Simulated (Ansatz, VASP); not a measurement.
N: VASP beside Ansatz

INCAR

```
ALGO = Normal
EDIFF = 1E-7
ENCUT = 520
GGA = PE
ISIF = 2
ISMEAR = 0
LASPH = True
LCHARG = False
LREAL = False
LWAVE = False
NBANDS = 18
NELM = 60
PREC = Accurate
SIGMA = 0.02
```

Contents of KPOINTS:

```
k-points
0
Gamma
  6 6 4
```

File POSCAR:

```
N
1.0
    3.9782847650      0.0000000000      0.0000000000
    0.0000000000      3.9782847650      0.0000000000
    0.0000000000      0.0000000000      5.1272653981
N
4
Direct
    0.8990810566      0.8990810566      0.0000000000
    0.6009189434      0.3990810566      0.5000000000
    0.1009189434      0.1009189434      0.0000000000
    0.3990810566      0.6009189434      0.5000000000
```

Input for Ansatz:

```yaml
crystal:
  lattice:
    - [3.978284765, 0.0, 0.0]
    - [0.0, 3.978284765, 0.0]
    - [0.0, 0.0, 5.1272653981]
  atoms:
    - { symbol: "N", position: [0.8990810566, 0.8990810566, 0.0] }
    - { symbol: "N", position: [0.6009189434, 0.3990810566, 0.5] }
    - { symbol: "N", position: [0.1009189434, 0.1009189434, 0.0] }
    - { symbol: "N", position: [0.3990810566, 0.6009189434, 0.5] }
basis:
  ecutwfc: 420
kpoints:
  mp_grid: { grid: [6, 6, 4] }
hamiltonian:
  xc: pbe
scf:
  occupations: { method: gaussian, width: 0.02 }
output:
  forces: true
  stress: true
  eigenvalues: true
  populations: true
```

Alike in both runs: task single point; functional PBE; k mesh 6 × 6 × 4; occupations gaussian, width 0.02 eV; no spin polarisation.

```csv
,VASP,Ansatz
version,VASP 6.6.1,Ansatz 0.2.0
potentials or method,"VASP PAW PBE potentials, release 64 (N), cutoff 520 eV","scalar-relativistic, plane waves, PAW"
valence electrons in the cell,20,20
```

```csv
,VASP,Ansatz,Ansatz less VASP
gap on the k mesh at the Fermi level (eV),6.34,6.38,+0.037
least direct gap on the mesh (eV),6.59,6.63,+0.040
pressure (GPa),-3.9,-5.3,-1.41
"traceless stress, the component that is largest in VASP (GPa)",4.88,6.46,+1.581
rms of the force components (eV/Å),1.855,2.473,+0.6171
```

Atom by atom the forces differ by 0.617 eV/Å (rms over components).

Noted on VASP's run: the standard files for N, O and F lose accuracy on very short bonds.
